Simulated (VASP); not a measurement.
Input of a VASP 6.6.1 run:

File INCAR:

```
PREC = Accurate ; ENCUT = 520
EDIFF = 1E-6 ; ISMEAR = 1
SIGMA = 0.12 ; LREAL = F
LASPH = T ; NELM = 60
ALGO = Normal ; ISIF = 2
LWAVE = F ; LCHARG = F
GGA = PE ; NBANDS = 24
```

KPOINTS

```
Automatic mesh
0
Gamma
  3 3 3
```

The input POSCAR:

```
Ag
1.0
    1.4730471633      0.8504641762      7.2046500000
   -1.4730471633      0.8504641762      7.2046500000
    0.0000000000     -1.7009283525      7.2046500000
Ag
3
Direct
    0.0000137447     -0.0002014554     -0.0002619988
    0.7785386976      0.7776894376      0.7775914118
    0.2214473154      0.2225117756      0.2226709326
```

Potentials or basis: VASP PAW PBE potentials, release 64 (Ag).

Launch:

```console
$ cat potpaw_PBE.64/Ag/POTCAR > POTCAR
$ mpirun -np 1 vasp_std > vasp.out
```

**Question.** What does it give for the pressure?

**Answer.** -3.7 GPa.

**Question.** Estimate the largest force.

**Answer.** 0.066 eV/Å.

Stress tensor (GPa, compression positive):
```
-4.11 -0.01  0.00
-0.01 -4.09  0.00
 0.00  0.00 -2.82
```

Caveat: the k points lie up to 0.83 Å⁻¹ apart.
